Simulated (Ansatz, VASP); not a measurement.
One calculation of WSe, two programs

```
W Se
1.0
     3.29815    0.00000    0.00000
    -1.64908    2.85628    0.00000
     0.00000    0.00000    8.11545
W Se
2 2
Direct
  0.00000 0.00000 0.00000
  0.00000 0.00000 0.50000
  0.33333 0.66667 0.25000
  0.66667 0.33333 0.75000
```

Alike in both runs: task single point; functional PBEsol; k mesh 18 × 18 × 6; occupations gaussian, width 0.1 eV; collinear spin.

|  | VASP | Ansatz |
| --- | --- | --- |
| version | VASP 6.6.1 | Ansatz 0.2.0 |
| potentials or method | VASP PAW PBE potentials, release 64 (W_sv, Se), cutoff 520 eV | scalar-relativistic, plane waves, PAW |
| valence electrons in the cell | 40 | 60 |

VASP gave:

```
gap on the k mesh at the Fermi level (eV)                     : none
pressure (GPa)                                                : -24.1
traceless stress, the component that is largest in VASP (GPa) : -2.57
net moment per atom (μB)                                      : 0.00
```

**Question.** What did Ansatz give for the same quantities?

**Answer.** gap on the k mesh at the Fermi level (eV): none; pressure (GPa): -24.3; traceless stress, the component that is largest in VASP (GPa): -2.67; net moment per atom (μB): 0.00.

VASP's potentials were made for PBE, not for PBEsol. A gap of «none» marks a metal or a gap that the smearing closes. With one functional, cell and mesh, what is left measures potentials, basis and numerics. VASP's potentials hold 40 valence electrons a cell and Ansatz's 60, so a difference there can come from the potentials and not from the codes. Ansatz's warnings: seeded moment not kept.

Neither program's run includes spin-orbit coupling.
